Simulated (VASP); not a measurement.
# SnSe2 (P-3m1) in VASP: further runs

SnSe2 is run at these levels: PBEsol+D3(BJ); tasks: single point.

Program: VASP 6.6.1. These are calculated values, not measurements. Logs are shortened: lines on timing, memory, paths and dates and some standing lists are left out, and cuts for length are marked.

## (1) The cell of the first run

It takes space group P-3m1 (No. 164, trigonal). The conventional cell has a = 4.116 Å, b = 4.116 Å, c = 6.628 Å, α = 90.00°, β = 90.00°, γ = 120.00°. Within 3.8 Å of Sn (site symmetry -3m) lie 6 Se at 2.90 Å. Se (site symmetry 3m) has 3 Sn at 2.90 Å within 3.8 Å.

## (2) Single point, PBEsol+D3(BJ) (strain +0.080 along x and y, +0.080 along z)

File INCAR:

```
ALGO = Normal ; EDIFF = 1E-6
ENCUT = 520 ; GGA = PS
ISIF = 2 ; ISMEAR = 0
IVDW = 12 ; LASPH = True
LCHARG = True ; LELF = True
LREAL = False ; LVHAR = True
LWAVE = False ; NBANDS = 20
NELM = 100 ; PREC = Accurate
SIGMA = 0.05
```

File KPOINTS:

```
k-points
0
Gamma
  12 12 6
```

File POSCAR:

```
SnSe2
1.0
    4.1158786841      0.0000000000      0.0000000000
   -2.0579393420      3.5644554993      0.0000000000
    0.0000000000      0.0000000000      6.6279600000
Sn Se
1 2
Direct
    0.0000000000      0.0000000000      0.0000000000
    0.3333333333      0.6666666667      0.2500000000
    0.6666666667      0.3333333333      0.7500000000
```

Potentials or basis: VASP PAW PBE potentials, release 64 (Sn_d, Se).

Started as:

```console
$ cat potpaw_PBE.64/Sn_d/POTCAR potpaw_PBE.64/Se/POTCAR > POTCAR
$ mpirun -np 1 vasp_std > vasp.out
```

OUTCAR:

```text
EDIFF = 1E-6
   ENCUT = 520
   GGA = PS
   ISIF = 2
   ISMEAR = 0
   IVDW = 12
   LASPH = True
   LREAL = False
   NELM = 100
   PREC = Accurate
 IVDW          = 12

 ion  position               nearest neighbor table
   1  0.000  0.000  0.000-   2 2.90   3 2.90   2 2.90   3 2.90   3 2.90   2 2.90
   2  0.333  0.667  0.250-   1 2.90   1 2.90   1 2.90
   3  0.667  0.333  0.750-   1 2.90   1 2.90   1 2.90

  LATTYP: Found a hexagonal cell.
 ALAT       =     4.1158786841
 C/A-ratio  =     1.6103390087

  Lattice vectors:

 A1 = (   4.1158786841,   0.0000000000,   0.0000000000)
 A2 = (  -2.0579393420,   3.5644554993,   0.0000000000)
 A3 = (   0.0000000000,   0.0000000000,   6.6279600000)

Analysis of symmetry for initial positions (statically):
=====================================================================
 Subroutine PRICEL returns:
 Original cell was already a primitive cell.

 Routine SETGRP: Setting up the symmetry group for a
 hexagonal supercell.

 Subroutine GETGRP returns: Found 12 space group operations
 (whereof 12 operations were pure point group operations)
 out of a pool of 24 trial point group operations.

The static configuration has the point symmetry D_3d.

Analysis of symmetry for dynamics (positions and initial velocities):
=====================================================================
 Subroutine PRICEL returns:
 Original cell was already a primitive cell.

 Routine SETGRP: Setting up the symmetry group for a
 hexagonal supercell.

 Subroutine GETGRP returns: Found 12 space group operations
 (whereof 12 operations were pure point group operations)
 out of a pool of 24 trial point group operations.

The dynamic configuration has the point symmetry D_3d.

 Subroutine INISYM returns: Found 12 space group operations
 (whereof 12 operations are pure point group operations),
 and found     1 'primitive' translations

----------------------------------------------------------------------------------------

                                     Primitive cell

  volume of cell :      97.2379

  direct lattice vectors                    reciprocal lattice vectors
     4.115878684  0.000000000  0.000000000     0.242961486  0.140273879  0.000000000
    -2.057939342  3.564455499  0.000000000     0.000000000  0.280547758  0.000000000
     0.000000000  0.000000000  6.627960000     0.000000000  0.000000000  0.150875986

  length of vectors
     4.115878684  4.115878684  6.627960000     0.280547758  0.280547758  0.150875986

  position of ions in fractional coordinates (direct lattice)
     0.000000000  0.000000000  0.000000000
     0.333333333  0.666666667  0.250000000
     0.666666667  0.333333333  0.750000000

  ion indices of the primitive-cell ions
   primitive index   ion index
                 1           1
                 2           2
                 3           3

----------------------------------------------------------------------------------------

 KPOINTS: k-points

Automatic generation of k-mesh.
 Grid dimensions read from file:
 generate k-points for:   12   12    6

 Generating k-lattice:

  Cartesian coordinates                     Fractional coordinates (reciprocal lattice)
     0.020246790  0.011689490  0.000000000     0.083333333  0.000000000  0.000000000
     0.000000000  0.023378980  0.000000000     0.000000000  0.083333333  0.000000000
     0.000000000  0.000000000  0.025145998     0.000000000  0.000000000  0.166666667

  Length of vectors
     0.023378980  0.023378980  0.025145998

  Shift w.r.t. Gamma in fractional coordinates (k-lattice)
     0.000000000  0.000000000  0.000000000

 Subroutine IBZKPT returns following result:
 ===========================================

 Found    100 irreducible k-points:

 Following reciprocal coordinates:
            Coordinates               Weight
  0.000000  0.000000  0.000000      1.000000
  0.083333  0.000000  0.000000      6.000000
  0.166667  0.000000  0.000000      6.000000
  0.250000 -0.000000  0.000000      6.000000
  0.333333  0.000000  0.000000      6.000000
  0.416667  0.000000  0.000000      6.000000
[... 16 lines left out ...]
  0.166667  0.000000  0.166667      6.000000
  0.000000  0.166667  0.166667      6.000000
 [... further k-points ...]
   k-points           NKPTS =    100   k-points in BZ     NKDIM =    100   number of bands    NBANDS=     20
   number of dos      NEDOS =    301   number of ions     NIONS =      3
   total plane-waves  NPLWV =  51200
   dimension x,y,z NGX =    32 NGY =   32 NGZ =   50
   dimension x,y,z NGXF=    64 NGYF=   64 NGZF=  100
   ions per type =               1   2
   NGX,Y,Z   is equivalent  to a cutoff of  12.93, 12.93, 12.54 a.u.
   NGXF,Y,Z  is equivalent  to a cutoff of  25.85, 25.85, 25.08 a.u.
 SYSTEM =  unknown system
   PREC   = accura    normal or accurate (medium, high low for compatibility)
   ISTART =      0    job   : 0-new  1-cont  2-samecut
   ICHARG =      2    charge: 1-file 2-atom 10-const
   ISPIN  =      1    spin polarized calculation?
   LNONCOLLINEAR =      F non collinear calculations
   LSORBIT =      F    spin-orbit coupling
   LASPH  =      T    aspherical Exc in radial PAW
   ENCUT  =  520.0 eV  38.22 Ry    6.18 a.u.   7.65  7.65 12.32*2*pi/ulx,y,z
   NELM   =    100;   NELMIN=  2; NELMDL= -5     # of ELM steps
   EDIFF  = 0.1E-05   stopping-criterion for ELM
   LREAL  =      F    real-space projection
   EDIFFG = 0.1E-04   stopping-criterion for IOM
   NSW    =      0    number of steps for IOM
   IBRION =     -1    ionic relax: 0-MD 1-quasi-New 2-CG
   NFREE  =      0    steps in history (QN), initial steepest desc. (CG)
   ISIF   =      2    stress and relaxation
   ISYM   =      2    0-nonsym 1-usesym 2-fastsym
   POTIM  = 0.5000    time-step for ionic-motion
   TEBEG  =    0.0;   TEEND  =   0.0 temperature during run
   PSTRESS=    0.0 pullay stress
   NELECT =      26.0000    total number of electrons
   NUPDOWN=      -1.0000    fix difference up-down
   EMIN   =  10.00;   EMAX   =-10.00  energy-range for DOS
   EFERMI =   0.00;   METHOD = LEGACY
   ISMEAR =     0;   SIGMA  =   0.05  broadening in eV -4-tet -1-fermi 0-gaus
   EFERMI_NEDOS =   21; number of points for ismear=-14 and -15
   IALGO  =     38    algorithm
   IMIX   =      4    mixing-type and parameters
     AMIX     =   0.40;   BMIX     =  1.00
     AMIX_MAG =   1.60;   BMIX_MAG =  1.00
  volume/ion in A,a.u.               =      32.41       218.73
  Fermi-wavevector in a.u.,A,eV,Ry     =   1.054680  1.993056 15.134441  1.112350
  Thomas-Fermi vector in A             =   2.189849
   LORBIT       =      0    0 simple, 1 ext, 2 COOP (PROOUT), +10 PAW based schemes
   GGA     = PS    functional components
   LHFCALC =     F    Hartree Fock is set to
   AEXX    =    0.0000 exact exchange contribution
   IVDW    =    12    specifies the selected vdW correction
   LEPSILON=     F    determine dielectric tensor
   LRPA    =     F    only Hartree local field effects (RPA)
 non-spin polarized calculation
 Gauss-broadening in eV      SIGMA  =   0.05
  energy-cutoff  :      520.00
  volume of cell :       97.24
 maximum number of plane-waves:      2643
 NGX is ok and might be reduce to    32
   NGX = 15   NGY = 15   NGZ = 25

 number of electron      25.9999999 magnetization

 Free energy of the ion-electron system (eV)
  ---------------------------------------------------
  ext. energy  EPLUGINS =         0.00000000
  ---------------------------------------------------
  free energy    TOTEN  =       -12.44930629 eV

  energy without entropy =      -12.44930448  energy(sigma->0) =      -12.44930539

 E-fermi :   2.0125     XC(G=0):  -8.6294

 val. band max:        1.8967782807   @ k =   0.0833   0.0833   0.0000
 cond. band min:       2.1084473046   @ k =   0.0000   0.0000   0.0000
 fundamental gap:      0.2116690239
 Fermi energy:         2.0125498279

 k-point     1 :       0.0000    0.0000    0.0000
  band No.  band energies     occupation
      1     -19.1193      2.00000
      2     -19.1193      2.00000
      3     -19.1122      2.00000
      4     -19.1046      2.00000
      5     -19.1046      2.00000
      6     -10.7139      2.00000
[... 12 lines left out ...]
     19      10.2133      0.00000
     20      10.5244      0.00000

 k-point     2 :       0.0833    0.0000    0.0000
  band No.  band energies     occupation
      1     -19.1203      2.00000
      2     -19.1181      2.00000
      3     -19.1114      2.00000
      4     -19.1054      2.00000
      5     -19.1046      2.00000
      6     -10.6676      2.00000
[... 12 lines left out ...]
     19       9.8102      0.00000
     20      10.1792      0.00000

 k-point     3 :       0.1667    0.0000    0.0000
  band No.  band energies     occupation
      1     -19.1234      2.00000
      2     -19.1153      2.00000
      3     -19.1095      2.00000
      4     -19.1066      2.00000
      5     -19.1041      2.00000
      6     -10.5338      2.00000
[... 12 lines left out ...]
     19       9.9151      0.00000
     20      10.3473      0.00000

 k-point     4 :       0.2500   -0.0000    0.0000
  band No.  band energies     occupation
      1     -19.1283      2.00000
      2     -19.1127      2.00000
      3     -19.1103      2.00000
      4     -19.1044      2.00000
      5     -19.1021      2.00000
      6     -10.3283      2.00000
[... 12 lines left out ...]
     19       9.8206      0.00000
     20      10.5868      0.00000

 k-point     5 :       0.3333    0.0000    0.0000
  band No.  band energies     occupation
      1     -19.1334      2.00000
      2     -19.1122      2.00000
      3     -19.1118      2.00000
      4     -19.1008      2.00000
      5     -19.0984      2.00000
      6     -10.0823      2.00000
[... 12 lines left out ...]
     19      10.1960      0.00000
     20      10.8848      0.00000

 k-point     6 :       0.4167    0.0000    0.0000
  band No.  band energies     occupation
      1     -19.1373      2.00000
      2     -19.1135      2.00000
      3     -19.1118      2.00000
      4     -19.0980      2.00000
      5     -19.0951      2.00000
      6      -9.8497      2.00000
[... 12 lines left out ...]
     19      10.6069      0.00000
     20      11.4528      0.00000

 k-point     7 :       0.5000   -0.0000    0.0000
  band No.  band energies     occupation
      1     -19.1388      2.00000
      2     -19.1139      2.00000
      3     -19.1118      2.00000
      4     -19.0970      2.00000
      5     -19.0938      2.00000
      6      -9.7346      2.00000
[... 12 lines left out ...]
     19      10.7761      0.00000
     20      11.7669      0.00000
[... 277 lines left out ...]
 k-point    20 :       0.0000    0.0000    0.1667
  band No.  band energies     occupation
      1     -19.1193      2.00000
      2     -19.1193      2.00000
      3     -19.1122      2.00000
      4     -19.1046      2.00000
      5     -19.1046      2.00000
      6     -10.6865      2.00000
[... 12 lines left out ...]
     19       9.9735      0.00000
     20      10.3939      0.00000

 k-point    21 :       0.0833    0.0000    0.1667
  band No.  band energies     occupation
      1     -19.1203      2.00000
      2     -19.1181      2.00000
      3     -19.1114      2.00000
      4     -19.1054      2.00000
      5     -19.1046      2.00000
      6     -10.6406      2.00000
[... 12 lines left out ...]
     19       9.9039      0.00000
     20      10.2704      0.00000

 k-point    22 :       0.0000    0.0833    0.1667
  band No.  band energies     occupation
      1     -19.1203      2.00000
      2     -19.1181      2.00000
      3     -19.1114      2.00000
      4     -19.1054      2.00000
      5     -19.1046      2.00000
      6     -10.6406      2.00000
[... 12 lines left out ...]
     19       9.8592      0.00000
     20      10.1444      0.00000

 k-point    23 :       0.1667    0.0000    0.1667
  band No.  band energies     occupation
      1     -19.1234      2.00000
      2     -19.1153      2.00000
      3     -19.1095      2.00000
      4     -19.1066      2.00000
      5     -19.1041      2.00000
      6     -10.5077      2.00000
[... 12 lines left out ...]
     19      10.2391      0.00000
     20      10.3885      0.00000

 k-point    24 :       0.0000    0.1667    0.1667
  band No.  band energies     occupation
      1     -19.1234      2.00000
      2     -19.1153      2.00000
      3     -19.1095      2.00000
      4     -19.1066      2.00000
      5     -19.1041      2.00000
      6     -10.5079      2.00000
[... 12 lines left out ...]
     19       9.7402      0.00000
     20      10.0254      0.00000

 [... further k-points ...]

------------------------ aborting loop because EDIFF is reached ----------------------------------------

 Edisp (eV)   -0.77766

 E8    (eV) :    -0.5122

  FORCE on cell =-STRESS in cart. coord.  units (eV):
  Direction    XX          YY          ZZ          XY          YZ          ZX
  --------------------------------------------------------------------------------------
  -------------------------------------------------------------------------------------
  Total      -5.93935    -5.93935    -4.93918    -0.00000    -0.00000     0.00000
  in kB     -97.86202   -97.86202   -81.38223    -0.00000    -0.00000     0.00000
  external pressure =      -92.37 kB  Pullay stress =        0.00 kB

 VOLUME and BASIS-vectors are now :
 -----------------------------------------------------------------------------
  energy-cutoff  :      520.00
  volume of cell :       97.24
      direct lattice vectors                 reciprocal lattice vectors
     4.115878684  0.000000000  0.000000000     0.242961486  0.140273879  0.000000000
    -2.057939342  3.564455499  0.000000000     0.000000000  0.280547758  0.000000000
     0.000000000  0.000000000  6.627960000     0.000000000  0.000000000  0.150875986

 POSITION                                       TOTAL-FORCE (eV/Angst)
 -----------------------------------------------------------------------------------
      0.00000      0.00000      0.00000        -0.000000      0.000000      0.000000
     -0.00000      2.37630      1.65699         0.000000     -0.000000     -1.019514
      2.05794      1.18815      4.97097        -0.000000      0.000000      1.019514
 -----------------------------------------------------------------------------------
    total drift:                               -0.000000     -0.000000      0.000000

  FREE ENERGIE OF THE ION-ELECTRON SYSTEM (eV)
  ---------------------------------------------------
  free  energy   TOTEN  =       -13.2269636756 eV

  energy  without entropy=      -13.2269618712  energy(sigma->0) =      -13.22696277
```

Run time: 2 min. Hardware: 1 thread of Intel Xeon Platinum 8488C (Sapphire Rapids), shared host; peak memory 0.35 GiB.

What came out:

- Free energy: -13.2270 eV
- Pressure: -9.2 GPa
- Largest force: 1.020 eV/Å
- Band gap on the k mesh: 0.21 eV, indirect (least direct gap 0.33 eV)
- Dispersion energy per atom: -0.259 eV

Forces in eV/Å, atoms in the order of the input:
```
Sn   0.000  0.000  0.000
Se   0.000  0.000 -1.020
Se   0.000  0.000  1.020
```

Stress tensor (GPa, compression positive):
```
-9.79  0.00  0.00
 0.00 -9.79  0.00
 0.00  0.00 -8.14
```

Levels at points of the mesh, in eV from the valence-band top:
| k point | band 11 | band 12 | band 13 | band 14 | band 15 | band 16 |
| --- | --- | --- | --- | --- | --- | --- |
| (0.00, 0.00, 0.00) | -0.30 | -0.30 | -0.12 | 0.21 | 2.65 | 4.06 |
| (0.50, 0.00, 0.00) | -1.96 | -0.86 | -0.25 | 0.74 | 3.38 | 4.75 |
| (0.00, 0.00, 0.50) | -0.59 | -0.19 | -0.19 | 1.44 | 2.42 | 3.90 |
| (0.50, 0.00, 0.50) | -1.60 | -0.59 | -0.52 | 0.41 | 3.84 | 4.54 |

Caveat: the cell differs from its parent crystal (strain +0.080 along x and y, +0.080 along z); the PAW data sets were made with another functional, which shifts forces and pressure a little; spin-orbit coupling is left out, which moves the levels of the heavy elements.

(Continued in part 2 of 2.)
